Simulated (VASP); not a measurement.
# Mg24O23 (a cell with a defect) in VASP: further runs, part 2 of 3

VASP 6.6.1.

### Step 3. Single point, PBE, collinear spin

INCAR

```
ALGO = Normal
EDIFF = 1E-6
ENCUT = 520
GGA = PE
ISIF = 2
ISMEAR = 0
ISPIN = 2
LASPH = T
LCHARG = F
LORBIT = 11
LREAL = Auto
LUSENCCL = F
LWAVE = F
MAGMOM = 0.2 0.2 0 0 0 0 0 0 0 0 0 0 0.2 0 0 0.2 0 0 0 0 0 0 0.2 0 0 0 0 0 0 0 0 0 0 0 0 0 0 0 0 0 0 0 0 0 0 0 0
NBANDS = 126
NELM = 150
PREC = Accurate
SIGMA = 0.05
```

KPOINTS

```
k-points
0
Gamma
  2 2 2
```

POSCAR

```
Mg24O23
1.0
    5.2295670000     -3.0192920000     -4.1780410000
   -5.2295670000      3.0192920000     -4.1780410000
    5.2295670000      9.0578750000      4.1780400000
Mg O
24 23
Direct
    0.7859761042      0.6203234552      0.1670638892
    0.2962961881      0.1304545819      0.1670789426
    0.6249914308      0.9583541074      0.3336765718
    0.1248318743      0.4583173651      0.3336156179
    0.4577392635      0.2912588146      0.5005257731
    0.9587826091      0.7924289451      0.5005611541
    0.2918134585      0.6244879945      0.6667356017
    0.7918204003      0.1245577426      0.6668282343
    0.1242541614      0.9576664477      0.8335213888
    0.6255049079      0.4587852104      0.8335300440
    0.9579938240      0.2914288488     -0.0001119673
    0.4581864082      0.7914248381     -0.0000053956
    0.8761026457      0.0401278839      0.1666645836
    0.3730256823      0.5435183917      0.1669208003
    0.7087448011      0.3754891444      0.3343301344
    0.2066019057      0.8752461164      0.3322712247
    0.5417502032      0.7082359409      0.5004443608
    0.0415273348      0.2074414374      0.4993898132
    0.3756753648      0.0411760868      0.6672449751
    0.8752993052      0.5407953764      0.6666125467
    0.2081312613      0.3745142847      0.8331108574
    0.7090239187      0.8747553039      0.8341999752
    0.0415147823      0.7101689142      0.0019544434
    0.5410576409      0.2079268878     -0.0003041146
    0.5407682141      0.3755530629      0.1670327732
    0.8739392148      0.2090001675      0.3332207933
    0.3747979287      0.7086559474      0.3341271584
    0.7083410039      0.5413622594      0.5003342530
    0.2091432559      0.0413725952      0.5008880560
    0.5421357059      0.8745741359      0.6672646234
    0.0418281357      0.3742700804      0.6664585133
    0.3751599812      0.2080301174      0.8337176218
    0.8754397710      0.7073610939      0.8331357680
    0.2077866350      0.5413796618     -0.0005192663
    0.7071893613      0.0423246541      0.0002055508
    0.6256507238      0.7916299595      0.1669369378
    0.1246687170      0.2906415935      0.1667374401
    0.4569037473      0.1245507720      0.3329742206
    0.9578570798      0.6259040454      0.3329292180
    0.2915136598      0.4580403036      0.5000888234
    0.7916544664      0.9582687151      0.5002344106
    0.1252641464      0.7913871761      0.6670943466
    0.6252386962      0.2913877579      0.6670622959
    0.9582951490      0.1246312513      0.8335178250
    0.4584897834      0.6246772259      0.8334563444
    0.7920214728      0.4597403193      0.0011903530
    0.2912040987      0.9586771228      0.0010940938
```

Potentials or basis: VASP PAW PBE potentials, release 64 (Mg, O).

Launch:

```bash
$ cat potpaw_PBE.64/Mg/POTCAR potpaw_PBE.64/O/POTCAR > POTCAR
$ mpirun -np 1 vasp_std > vasp.out
```

OUTCAR:

```text
EDIFF = 1E-6
   ENCUT = 520
   GGA = PE
   ISIF = 2
   ISMEAR = 0
   ISPIN = 2
   LASPH = T
   LORBIT = 11
   LREAL = Auto
   NELM = 150
   PREC = Accurate

 ion  position               nearest neighbor table
   1  0.786  0.620  0.167-  36 2.00  39 2.01  46 2.01  25 2.05  15 2.87  24 2.88  14 2.88  13 2.92
                            23 2.92  16 2.92   3 3.48  12 3.48   6 3.49  10 3.49   4 3.49  11 3.49
   2  0.296  0.130  0.167-  37 2.00  38 2.01  47 2.01  25 2.05  24 2.88  15 2.88  14 2.88  13 2.92
                            23 2.92  16 2.92   4 3.48  11 3.49   5 3.49   9 3.49   3 3.49  12 3.49
   3  0.625  0.958  0.334-  41 2.01  36 2.02  38 2.02  26 2.09  27 2.09  14 2.89  18 2.90  15 2.90
                            17 2.90  13 2.91  16 2.91   1 3.48   8 3.48   6 3.49   5 3.49  12 3.49
   4  0.125  0.458  0.334-  40 2.01  37 2.02  39 2.02  27 2.09  26 2.09  14 2.89  18 2.90  15 2.90
                            17 2.90  13 2.91  16 2.91   2 3.48   7 3.48   5 3.49   6 3.49  11 3.49
   5  0.458  0.291  0.501-  40 2.01  43 2.01  38 2.02  29 2.08  28 2.09  18 2.89  19 2.90  15 2.90
                            17 2.90  20 2.90  16 2.90   7 3.48  10 3.48   4 3.49   2 3.49   3 3.49
   6  0.959  0.792  0.501-  41 2.01  42 2.01  39 2.02  29 2.08  28 2.09  18 2.89  15 2.90  19 2.90
                            17 2.90  20 2.90  16 2.90   8 3.48   9 3.48   3 3.49   1 3.49   4 3.49
   7  0.292  0.624  0.667-  40 2.01  45 2.01  42 2.01  30 2.09  31 2.09  17 2.90  21 2.90  19 2.90
                            20 2.90  18 2.91  22 2.91   5 3.48  10 3.48   4 3.48  12 3.49   6 3.49
   8  0.792  0.125  0.667-  41 2.01  44 2.01  43 2.01  31 2.09  30 2.09  21 2.90  17 2.90  20 2.90
                            19 2.90  22 2.91  18 2.91   6 3.48   9 3.48  11 3.48   3 3.48   5 3.49
   9  0.124  0.958  0.834-  44 2.01  42 2.01  47 2.02  33 2.08  32 2.09  22 2.89  24 2.90  20 2.90
[... 52 lines left out ...]
  46  0.792  0.460  0.001-   1 2.01  10 2.02  11 2.02  23 2.09  24 2.09
  47  0.291  0.959  0.001-   2 2.01  12 2.02   9 2.02  23 2.09  24 2.09

  LATTYP: Found a face centered orthorhombic cell.
 ALAT       =     8.3560820000
 B/A-ratio  =     1.4453146517
 C/A-ratio  =     2.5033582376

  Lattice vectors:

 A1 = (   0.0000000000,  12.0771670000,  -0.0000010000)
 A2 = (   5.2295670000,   9.0578750000,  -4.1780420000)
 A3 = (  -5.2295670000,   3.0192920000,  -4.1780410000)

Analysis of symmetry for initial positions (statically):
[... 2004 lines left out ...]
------------------------ aborting loop because EDIFF is reached ----------------------------------------

  FORCE on cell =-STRESS in cart. coord.  units (eV):
  Direction    XX          YY          ZZ          XY          YZ          ZX
  --------------------------------------------------------------------------------------
  -------------------------------------------------------------------------------------
  Total       12.8283629     12.8021774     16.9646799     -0.0477918      0.0059016     -0.0081496
  in kB       38.9446965     38.8652017     51.5018412     -0.1450878      0.0179162     -0.0247407
  external PRESSURE =      43.1039131 kB  Pullay stress =       0.0000000 kB

 VOLUME and BASIS-vectors are now :
 -----------------------------------------------------------------------------
  energy-cutoff  :      520.00
  volume of cell :      527.76
      direct lattice vectors                 reciprocal lattice vectors
     5.229567000 -3.019292000 -4.178041000     0.095610204 -0.000000010 -0.119673311
    -5.229567000  3.019292000 -4.178041000    -0.047805107  0.082800865 -0.119673311
     5.229567000  9.057875000  4.178040000     0.047805109  0.082800875  0.000000000

 POSITION                                       TOTAL-FORCE (eV/Angst)
 -----------------------------------------------------------------------------------
      1.73996      1.01309     -5.17758         0.009285     -0.020063      0.009447
      1.74103      1.01266     -1.08492         0.006491     -0.013443     -0.011560
      0.00164      4.02892     -5.22117        -0.005963      0.013391     -0.000381
      0.00068      4.02874     -1.04256        -0.001455      0.003903      0.003708
      3.48815      4.03105     -1.03813         0.006921      0.003687      0.005620
      3.48768      4.03175     -5.22527         0.014706      0.007915     -0.006878
[... 39 lines left out ...]
      1.74391     -0.99247     -5.22494        -0.001098      0.002767      0.006681
     -3.48487      2.02521     -5.21748        -0.006666      0.017229      0.006947
 -----------------------------------------------------------------------------------
    total drift:                                0.010130      0.007066      0.001072

  FREE ENERGIE OF THE ION-ELECTRON SYSTEM (eV)
  ---------------------------------------------------
  free  energy   TOTEN  =      -272.5856434038 eV

  energy  without entropy=     -272.5856434038  energy(sigma->0) =     -272.58564340

 total charge

# of ion       s       p       d       tot
------------------------------------------
    1        0.167   0.186   0.075   0.429
    2        0.167   0.186   0.075   0.429
    3        0.158   0.185   0.080   0.423
    4        0.158   0.185   0.080   0.423
    5        0.158   0.185   0.081   0.424
    6        0.158   0.185   0.081   0.424
[... 39 lines left out ...]
   46        1.548   3.551   0.000   5.099
   47        1.548   3.551   0.000   5.099
--------------------------------------------------
tot         39.384  86.232   1.889 127.505

 magnetization (x)

# of ion       s       p       d       tot
------------------------------------------
    1        0.000   0.000   0.000   0.000
    2        0.000   0.000   0.000   0.000
    3        0.000   0.000   0.000   0.000
    4        0.000   0.000   0.000   0.000
    5       -0.000  -0.000  -0.000  -0.000
    6       -0.000  -0.000  -0.000  -0.000
[... 39 lines left out ...]
   46       -0.000   0.000   0.000   0.000
   47       -0.000   0.000   0.000   0.000
--------------------------------------------------
tot          0.000  -0.000   0.000  -0.000
```

stdout:

```text
Offloading initialized ...    1 GPUs detected
 POSCAR found type information on POSCAR MgO
 POSCAR found :  2 types and      47 ions
 scaLAPACK will be used selectively (only on CPU)
 LDA part: xc-table for (Slater+PW92), standard interpolation
 POSCAR, INCAR and KPOINTS ok, starting setup
 FFT: planning ... GRIDC
 FFT: planning ... GRID_SOFT
 FFT: planning ... GRID
 WAVECAR not read
 entering main loop
```

Run time: 3.1 min. Hardware: 1 × NVIDIA H100 80GB with 1 thread of AMD EPYC 7R13 (Zen 3), shared host; peak memory 2 GiB.

Results:

```yaml
Free_energy: -272.5856 eV
Pressure: 4.3 GPa
Largest_force: 0.029 eV/Å
Band_gap_on_the_k_mesh: 1.84 eV
Net_moment: 0.00 μB per cell
Valence_electrons_inside_the_program's_atomic_spheres: Mg 0.43, 0.42, 0.41 (each value once); O 5.11, 5.10 (each value once)
```

Forces in eV/Å, atoms in the order of the input:
```
Mg   0.009 -0.020  0.009
Mg   0.006 -0.013 -0.012
Mg  -0.006  0.013  0.000
Mg  -0.001  0.004  0.004
Mg   0.007  0.004  0.006
Mg   0.015  0.008 -0.007
Mg  -0.001  0.020 -0.002
Mg  -0.004  0.013  0.000
Mg   0.005 -0.011  0.003
Mg  -0.003 -0.004  0.001
Mg  -0.004  0.003  0.000
Mg  -0.013 -0.012  0.003
Mg  -0.012  0.016 -0.004
Mg   0.002 -0.018  0.009
Mg  -0.016 -0.001  0.018
Mg  -0.002  0.005 -0.001
Mg   0.010  0.016  0.003
Mg   0.013  0.007 -0.003
Mg  -0.001  0.007  0.004
Mg   0.009  0.020 -0.007
Mg   0.006 -0.009 -0.006
Mg   0.002 -0.014  0.007
Mg  -0.002 -0.020  0.002
Mg   0.001  0.006 -0.008
O   -0.006  0.011 -0.013
O   -0.006 -0.009  0.003
O    0.013 -0.012 -0.009
O   -0.012 -0.014 -0.011
O   -0.004 -0.007  0.003
O    0.000 -0.008 -0.008
O   -0.002 -0.014  0.003
O   -0.003  0.009 -0.003
O    0.003  0.015  0.005
O    0.013  0.010  0.004
O    0.021  0.017 -0.011
O   -0.006 -0.002  0.004
O   -0.003  0.007 -0.012
O   -0.001 -0.001 -0.010
O    0.013 -0.004  0.020
O   -0.009 -0.010 -0.003
O   -0.012 -0.021  0.008
O   -0.005 -0.020  0.000
O    0.005 -0.014 -0.001
O   -0.006  0.009 -0.005
O   -0.004  0.015  0.008
O   -0.001  0.003  0.007
O   -0.007  0.017  0.007
```

Stress tensor (GPa, compression positive):
```
 3.89 -0.01  0.00
-0.01  3.89  0.00
 0.00  0.00  5.15
```

Levels at points of the mesh, in eV from the valence-band top:
Spin up:
| k point | band 90 | band 91 | band 92 | band 93 | band 94 | band 95 | band 96 | band 97 |
| --- | --- | --- | --- | --- | --- | --- | --- | --- |
| (0.00, 0.00, 0.00) | -2.85 | -2.77 | -2.29 | -0.51 | 1.94 | 2.81 | 3.41 | 3.91 |
| (0.50, 0.00, 0.00) | -2.72 | -2.68 | -2.66 | -0.14 | 2.41 | 2.89 | 3.14 | 3.49 |
| (0.00, 0.50, 0.50) | -2.72 | -2.68 | -2.66 | -0.14 | 2.41 | 2.89 | 3.14 | 3.49 |
| (0.00, 0.50, 0.00) | -2.72 | -2.68 | -2.66 | -0.14 | 2.41 | 2.89 | 3.14 | 3.49 |
| (0.50, 0.00, 0.50) | -2.71 | -2.68 | -2.66 | -0.14 | 2.41 | 2.89 | 3.14 | 3.49 |
| (0.50, 0.50, 0.00) | -2.70 | -2.70 | -2.70 | -0.02 | 2.53 | 3.22 | 3.49 | 3.58 |
| (0.00, 0.00, 0.50) | -2.91 | -2.55 | -2.37 | -0.34 | 1.84 | 2.89 | 3.41 | 3.56 |
| (0.50, 0.50, 0.50) | -2.63 | -2.63 | -2.60 | 0.00 | 2.66 | 3.03 | 3.53 | 3.63 |
Spin down:
| k point | band 90 | band 91 | band 92 | band 93 | band 94 | band 95 | band 96 | band 97 |
| --- | --- | --- | --- | --- | --- | --- | --- | --- |
| (0.00, 0.00, 0.00) | -2.85 | -2.77 | -2.29 | -0.51 | 1.94 | 2.81 | 3.41 | 3.91 |
| (0.50, 0.00, 0.00) | -2.72 | -2.68 | -2.66 | -0.14 | 2.41 | 2.89 | 3.14 | 3.49 |
| (0.00, 0.50, 0.50) | -2.72 | -2.68 | -2.66 | -0.14 | 2.41 | 2.89 | 3.14 | 3.49 |
| (0.00, 0.50, 0.00) | -2.72 | -2.68 | -2.66 | -0.14 | 2.41 | 2.89 | 3.14 | 3.49 |
| (0.50, 0.00, 0.50) | -2.71 | -2.68 | -2.66 | -0.14 | 2.41 | 2.89 | 3.14 | 3.49 |
| (0.50, 0.50, 0.00) | -2.70 | -2.70 | -2.70 | -0.02 | 2.53 | 3.22 | 3.49 | 3.58 |
| (0.00, 0.00, 0.50) | -2.91 | -2.55 | -2.37 | -0.34 | 1.84 | 2.89 | 3.41 | 3.56 |
| (0.50, 0.50, 0.50) | -2.63 | -2.63 | -2.60 | 0.00 | 2.66 | 3.03 | 3.53 | 3.63 |

Caveat: the k points lie up to 0.48 Å⁻¹ apart.

(Part 2 of 3 ends here.)
